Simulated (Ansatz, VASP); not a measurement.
## ZnSe in VASP and in Ansatz

File INCAR:

```
SYSTEM = ZnSe
ALGO = Normal
EDIFF = 1E-6
ENCUT = 520
GGA = CA
ISIF = 2
ISMEAR = 0
LASPH = .True.
LCHARG = .True.
LELF = .True.
LREAL = .False.
LVHAR = .True.
LWAVE = .False.
NBANDS = 16
NELM = 60
PREC = Accurate
SIGMA = 0.01
```

File KPOINTS:

```
k-points
0
Gamma
  8 8 8
  0 0 0
```

File POSCAR:

```
ZnSe
1.0
    2.7592058966      2.7592058966      0.0000000000
   -2.7592058966      2.7592058966      0.0000000000
    0.0000000000      2.7592058966      2.7592058966
Zn Se
1 1
Direct
    0.0000000000      0.0000000000      0.0000000000
    0.7500000000      0.2500000000      0.5000000000
```

Input for Ansatz:

```yaml
crystal:
  lattice:
    - [2.75920589665, 2.75920589665, 0.0]
    - [-2.75920589665, 2.75920589665, 0.0]
    - [0.0, 2.75920589665, 2.75920589665]
  atoms:
    - { symbol: Zn, position: [0.0, 0.0, 0.0] }
    - { symbol: Se, position: [0.75, 0.25, 0.5] }
kpoints:
  mp_grid: { grid: [8, 8, 8] }
scf:
  occupations: { method: fixed }
  convergence: { dr2_threshold: 1.0e-10 }
hamiltonian:
  xc: lda
  pseudopotentials: { kind: all_electron, lapw: { basis_error: 0.0005 } }
output:
  forces: true
  stress: true
  eigenstates:
    kpoints:
      - [0.0, 0.0, 0.0]
      - [-0.5, -0.5, -0.5]
      - [-0.5, 0.5, 0.0]
      - [0.0, 0.0, -0.5]
      - [0.0, -0.5, -0.5]
      - [0.0, 0.5, 0.0]
      - [-0.5, 0.0, 0.0]
      - [-0.5, 0.0, -0.5]
  eigenvalues: true
```

Alike in both runs: task single point; functional LDA; k mesh 8 × 8 × 8; no spin polarisation.

```csv
,VASP,Ansatz
version,VASP 6.6.1,Ansatz 0.2.0
potentials or method,"VASP PAW LDA potentials, release 64 (Zn, Se), cutoff 520 eV","all-electron LAPW, scalar-relativistic"
occupations,"gaussian, width 0.01 eV",fixed
```

```csv
,VASP,Ansatz,Ansatz less VASP
gap on the k mesh at the Fermi level (eV),1.40,1.36,-0.041
pressure (GPa),2.4,2.0,-0.39
```

LDA's correlation is that of Perdew and Zunger in VASP and of Perdew and Wang (1992) in Ansatz. Ansatz ran all-electron here, and VASP with PAW potentials.
